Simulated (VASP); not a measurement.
# WC (Qusongite) (P-6m2) in VASP: notebook

WC (Qusongite) is run at these levels: PBEsol, r2SCAN; tasks: single point.

Everything below comes from runs of VASP 6.6.1. Logs are shortened: lines on timing, memory, paths and dates and some standing lists are left out, and cuts for length are marked.

## 1. The cell of the first run

The structure is hexagonal, space group P-6m2 (No. 187). Conventional cell: a = 2.907 Å, b = 2.907 Å, c = 2.837 Å, α = 90.00°, β = 90.00°, γ = 120.00°. W (site symmetry -6m2) has 6 C at 2.20 Å and 2 W at 2.84 Å within 2.9 Å. C (site symmetry -6m2) has 6 W at 2.20 Å and 2 C at 2.84 Å within 2.9 Å.

## 2. Single point, PBEsol

File INCAR:

```
PREC = Accurate ; ENCUT = 520
EDIFF = 1E-7 ; ISMEAR = -1
SIGMA = 0.05 ; LREAL = False
LASPH = True ; NELM = 100
ALGO = Normal ; ISIF = 2
LWAVE = False ; LCHARG = True
GGA = PS ; LELF = True
LVHAR = True ; NBANDS = 16
```

File KPOINTS:

```
regular mesh
0
Gamma
  8 8 6
```

File POSCAR:

```
WC
1.0
    2.9065000000      0.0000000000      0.0000000000
   -1.4532500000      2.5171028361      0.0000000000
    0.0000000000      0.0000000000      2.8366000000
W C
1 1
Direct
    0.0000000000      0.0000000000      0.0000000000
    0.6666666667      0.3333333333      0.5000000000
```

Potentials or basis: VASP PAW PBE potentials, release 64 (W_sv, C).

Command:

```console
> cat potpaw_PBE.64/W_sv/POTCAR potpaw_PBE.64/C/POTCAR > POTCAR
> mpirun -np 1 vasp_std > vasp.out
```

OUTCAR:

```text
PREC = Accurate
   ENCUT = 520
   EDIFF = 1E-7
   ISMEAR = -1
   LREAL = False
   LASPH = True
   NELM = 100
   ISIF = 2
   GGA = PS

 ion  position               nearest neighbor table
   1  0.000  0.000  0.000-   2 2.20   2 2.20   2 2.20   2 2.20   2 2.20   2 2.20
   2  0.667  0.333  0.500-   1 2.20   1 2.20   1 2.20   1 2.20   1 2.20   1 2.20

  LATTYP: Found a hexagonal cell.
 ALAT       =     2.9065000000
 C/A-ratio  =     0.9759504559

  Lattice vectors:

 A1 = (   2.9065000000,   0.0000000000,   0.0000000000)
 A2 = (  -1.4532500000,   2.5171028361,   0.0000000000)
 A3 = (   0.0000000000,   0.0000000000,   2.8366000000)

Analysis of symmetry for initial positions (statically):
=====================================================================
 Subroutine PRICEL returns:
 Original cell was already a primitive cell.

 Routine SETGRP: Setting up the symmetry group for a
 hexagonal supercell.

 Subroutine GETGRP returns: Found 12 space group operations
 (whereof 12 operations were pure point group operations)
 out of a pool of 24 trial point group operations.

The static configuration has the point symmetry D_3h.

Analysis of symmetry for dynamics (positions and initial velocities):
=====================================================================
 Subroutine PRICEL returns:
 Original cell was already a primitive cell.

 Routine SETGRP: Setting up the symmetry group for a
 hexagonal supercell.

 Subroutine GETGRP returns: Found 12 space group operations
 (whereof 12 operations were pure point group operations)
 out of a pool of 24 trial point group operations.

The dynamic configuration has the point symmetry D_3h.

 Subroutine INISYM returns: Found 12 space group operations
 (whereof 12 operations are pure point group operations),
 and found     1 'primitive' translations

----------------------------------------------------------------------------------------

                                     Primitive cell

  volume of cell :      20.7525

  direct lattice vectors                    reciprocal lattice vectors
     2.906500000  0.000000000  0.000000000     0.344056425  0.198641070  0.000000000
    -1.453250000  2.517102836  0.000000000     0.000000000  0.397282139  0.000000000
     0.000000000  0.000000000  2.836600000     0.000000000  0.000000000  0.352534725

  length of vectors
     2.906500000  2.906500000  2.836600000     0.397282139  0.397282139  0.352534725

  position of ions in fractional coordinates (direct lattice)
     0.000000000  0.000000000  0.000000000
     0.666666667  0.333333333  0.500000000

  ion indices of the primitive-cell ions
   primitive index   ion index
                 1           1
                 2           2

----------------------------------------------------------------------------------------

 KPOINTS: regular mesh

Automatic generation of k-mesh.
 Grid dimensions read from file:
 generate k-points for:    8    8    6

 Generating k-lattice:

  Cartesian coordinates                     Fractional coordinates (reciprocal lattice)
     0.043007053  0.024830134  0.000000000     0.125000000  0.000000000  0.000000000
     0.000000000  0.049660267  0.000000000     0.000000000  0.125000000  0.000000000
     0.000000000  0.000000000  0.058755787     0.000000000  0.000000000  0.166666667

  Length of vectors
     0.049660267  0.049660267  0.058755787

  Shift w.r.t. Gamma in fractional coordinates (k-lattice)
     0.000000000  0.000000000  0.000000000

 Subroutine IBZKPT returns following result:
 ===========================================

 Found     40 irreducible k-points:

 Following reciprocal coordinates:
            Coordinates               Weight
  0.000000  0.000000  0.000000      1.000000
  0.125000  0.000000  0.000000      6.000000
  0.250000  0.000000  0.000000      6.000000
  0.375000  0.000000  0.000000      6.000000
  0.500000  0.000000  0.000000      3.000000
  0.125000  0.125000  0.000000      6.000000
[... 16 lines left out ...]
  0.250000  0.000000  0.333333     12.000000
  0.375000  0.000000  0.333333     12.000000
 [... further k-points ...]
   k-points           NKPTS =     40   k-points in BZ     NKDIM =     40   number of bands    NBANDS=     16
   number of dos      NEDOS =    301   number of ions     NIONS =      2
   total plane-waves  NPLWV =  13824
   dimension x,y,z NGX =    24 NGY =   24 NGZ =   24
   dimension x,y,z NGXF=    48 NGYF=   48 NGZF=   48
   ions per type =               1   1
   NGX,Y,Z   is equivalent  to a cutoff of  13.73, 13.73, 14.07 a.u.
   NGXF,Y,Z  is equivalent  to a cutoff of  27.46, 27.46, 28.13 a.u.
 SYSTEM =  unknown system
   PREC   = accura    normal or accurate (medium, high low for compatibility)
   ISTART =      0    job   : 0-new  1-cont  2-samecut
   ICHARG =      2    charge: 1-file 2-atom 10-const
   ISPIN  =      1    spin polarized calculation?
   LNONCOLLINEAR =      F non collinear calculations
   LSORBIT =      F    spin-orbit coupling
   LASPH  =      T    aspherical Exc in radial PAW
   ENCUT  =  520.0 eV  38.22 Ry    6.18 a.u.   5.40  5.40  5.27*2*pi/ulx,y,z
   NELM   =    100;   NELMIN=  2; NELMDL= -5     # of ELM steps
   EDIFF  = 0.1E-06   stopping-criterion for ELM
   LREAL  =      F    real-space projection
   EDIFFG = 0.1E-05   stopping-criterion for IOM
   NSW    =      0    number of steps for IOM
   IBRION =     -1    ionic relax: 0-MD 1-quasi-New 2-CG
   NFREE  =      0    steps in history (QN), initial steepest desc. (CG)
   ISIF   =      2    stress and relaxation
   ISYM   =      2    0-nonsym 1-usesym 2-fastsym
   POTIM  = 0.5000    time-step for ionic-motion
   TEBEG  =    0.0;   TEEND  =   0.0 temperature during run
   PSTRESS=    0.0 pullay stress
   NELECT =      18.0000    total number of electrons
   NUPDOWN=      -1.0000    fix difference up-down
   EMIN   =  10.00;   EMAX   =-10.00  energy-range for DOS
[... 5 lines left out ...]
     AMIX     =   0.40;   BMIX     =  1.00
     AMIX_MAG =   1.60;   BMIX_MAG =  1.00
  volume/ion in A,a.u.               =      10.38        70.02
  Fermi-wavevector in a.u.,A,eV,Ry     =   1.561262  2.950358 33.164744  2.437540
  Thomas-Fermi vector in A             =   2.664353
   LORBIT       =      0    0 simple, 1 ext, 2 COOP (PROOUT), +10 PAW based schemes
   GGA     = PS    functional components
   LHFCALC =     F    Hartree Fock is set to
   AEXX    =    0.0000 exact exchange contribution
   IVDW    =     0    specifies the selected vdW correction
   LEPSILON=     F    determine dielectric tensor
   LRPA    =     F    only Hartree local field effects (RPA)
 non-spin polarized calculation
  energy-cutoff  :      520.00
  volume of cell :       20.75
 maximum number of plane-waves:       580
 NGX is ok and might be reduce to    24
   NGX = 11   NGY = 11   NGZ = 11

 number of electron      18.0000000 magnetization

 Free energy of the ion-electron system (eV)
  ---------------------------------------------------
  ext. energy  EPLUGINS =         0.00000000
  ---------------------------------------------------
  free energy    TOTEN  =       -23.90008445 eV

  energy without entropy =      -23.89730159  energy(sigma->0) =      -23.89869302

 E-fermi :  10.9822     XC(G=0): -13.9280

 val. band max:       10.8631070826   @ k =   0.1250   0.0000   0.5000
 cond. band min:      11.0279946752   @ k =   0.1250   0.0000   0.3333
 fundamental gap:      0.1648875926
 Fermi energy:        10.9822339121

 k-point     1 :       0.0000    0.0000    0.0000
  band No.  band energies     occupation
      1     -62.9964      2.00000
      2     -26.9945      2.00000
      3     -26.8749      2.00000
      4     -26.8749      2.00000
      5      -3.5010      2.00000
      6       6.6011      2.00000
[... 8 lines left out ...]
     15      25.2317      0.00000
     16      27.6295      0.00000

 k-point     2 :       0.1250    0.0000    0.0000
  band No.  band energies     occupation
      1     -62.9878      2.00000
      2     -27.0010      2.00000
      3     -26.9782      2.00000
      4     -26.9035      2.00000
      5      -3.0961      2.00000
      6       6.5511      2.00000
[... 8 lines left out ...]
     15      24.6645      0.00000
     16      28.4711      0.00000

 k-point     3 :       0.2500    0.0000    0.0000
  band No.  band energies     occupation
      1     -62.9671      2.00000
      2     -27.2963      2.00000
      3     -26.9719      2.00000
      4     -26.9386      2.00000
      5      -2.0378      2.00000
      6       5.4106      2.00000
[... 8 lines left out ...]
     15      24.9266      0.00000
     16      29.1763      0.00000

 k-point     4 :       0.3750    0.0000    0.0000
  band No.  band energies     occupation
      1     -62.9463      2.00000
      2     -27.5796      2.00000
      3     -27.0394      2.00000
      4     -26.8987      2.00000
      5      -0.7735      2.00000
      6       4.3381      2.00000
[... 8 lines left out ...]
     15      25.3924      0.00000
     16      27.7163      0.00000

 k-point     5 :       0.5000    0.0000    0.0000
  band No.  band energies     occupation
      1     -62.9377      2.00000
      2     -27.6937      2.00000
      3     -27.0671      2.00000
      4     -26.8821      2.00000
      5      -0.1240      2.00000
      6       3.8862      2.00000
[... 8 lines left out ...]
     15      23.7251      0.00000
     16      29.0164      0.00000

 k-point     6 :       0.1250    0.1250    0.0000
  band No.  band energies     occupation
      1     -62.9732      2.00000
      2     -27.1973      2.00000
      3     -26.9663      2.00000
      4     -26.9502      2.00000
      5      -2.3592      2.00000
      6       5.7889      2.00000
[... 8 lines left out ...]
     15      24.6687      0.00000
     16      29.1870      0.00000
[... 267 lines left out ...]
 k-point    21 :       0.0000    0.0000    0.3333
  band No.  band energies     occupation
      1     -62.9656      2.00000
      2     -27.5625      2.00000
      3     -26.8239      2.00000
      4     -26.8239      2.00000
      5      -1.1301      2.00000
      6       4.1777      2.00000
[... 8 lines left out ...]
     15      25.7337      0.00000
     16      30.5496      0.00000

 k-point    22 :       0.1250    0.0000    0.3333
  band No.  band energies     occupation
      1     -62.9571      2.00000
      2     -27.5398      2.00000
      3     -26.9440      2.00000
      4     -26.8511      2.00000
      5      -0.9207      2.00000
      6       4.3674      2.00000
[... 8 lines left out ...]
     15      25.8010      0.00000
     16      28.8014      0.00000

 k-point    23 :       0.2500    0.0000    0.3333
  band No.  band energies     occupation
      1     -62.9368      2.00000
      2     -27.4846      2.00000
      3     -27.2258      2.00000
      4     -26.9163      2.00000
      5      -0.5083      2.00000
      6       4.6048      2.00000
[... 8 lines left out ...]
     15      24.9064      0.00000
     16      28.5201      0.00000

 k-point    24 :       0.3750    0.0000    0.3333
  band No.  band energies     occupation
      1     -62.9163      2.00000
      2     -27.5000      2.00000
      3     -27.4258      2.00000
      4     -26.9806      2.00000
      5      -0.2092      2.00000
      6       4.2156      2.00000
[... 8 lines left out ...]
     15      24.9426      0.00000
     16      28.1105      0.00000

 [... further k-points ...]
[... 5 lines left out ...]
  --------------------------------------------------------------------------------------
  -------------------------------------------------------------------------------------
  Total       -0.1718301     -0.1718301     -0.5165145      0.0000000     -0.0000000     -0.0000000
  in kB      -13.2660136    -13.2660136    -39.8771146      0.0000000     -0.0000000     -0.0000000
  external PRESSURE =     -22.1363806 kB  Pullay stress =       0.0000000 kB

 VOLUME and BASIS-vectors are now :
 -----------------------------------------------------------------------------
  energy-cutoff  :      520.00
  volume of cell :       20.75
      direct lattice vectors                 reciprocal lattice vectors
     2.906500000  0.000000000  0.000000000     0.344056425  0.198641070  0.000000000
    -1.453250000  2.517102836  0.000000000     0.000000000  0.397282139  0.000000000
     0.000000000  0.000000000  2.836600000     0.000000000  0.000000000  0.352534725

 POSITION                                       TOTAL-FORCE (eV/Angst)
 -----------------------------------------------------------------------------------
      0.00000      0.00000      0.00000        -0.000000      0.000000      0.000000
      1.45325      0.83903      1.41830         0.000000      0.000000      0.000000
 -----------------------------------------------------------------------------------
    total drift:                                0.000000     -0.000000      0.000000

  FREE ENERGIE OF THE ION-ELECTRON SYSTEM (eV)
  ---------------------------------------------------
  free  energy   TOTEN  =       -23.9000844536 eV

  energy  without entropy=      -23.8973015882  energy(sigma->0) =      -23.89869302
```

Run time: 8.2 s. Hardware: 1 thread of AMD EPYC 9R45 (Zen 5), shared host; peak memory 0.12 GiB.

What came out:

```yaml
Free_energy: -23.9001 eV
Pressure: -2.2 GPa
Band_gap_on_the_k_mesh: zero (band 9 reaches 11.39 eV, above the bottom of band 10 at 10.35 eV)
```

Levels at points of the mesh, in eV from the Fermi level:
| k point | band 7 | band 8 | band 9 | band 10 | band 11 | band 12 |
| --- | --- | --- | --- | --- | --- | --- |
| (0.00, 0.00, 0.00) | -3.38 | -3.38 | 0.06 | 3.18 | 3.18 | 5.60 |
| (0.50, 0.00, 0.00) | -3.67 | -3.64 | -0.50 | 2.28 | 4.50 | 4.86 |
| (0.00, 0.00, 0.50) | -2.06 | -2.06 | -0.64 | -0.64 | 3.64 | 4.47 |
| (0.50, 0.00, 0.50) | -4.37 | -4.24 | 0.25 | 4.40 | 5.27 | 6.61 |

Caveat: the k points lie up to 0.37 Å⁻¹ apart; the PAW data sets were made with another functional, which shifts forces and pressure a little; spin-orbit coupling is left out, which moves the levels of the heavy elements.

[end of part 1 of 2]
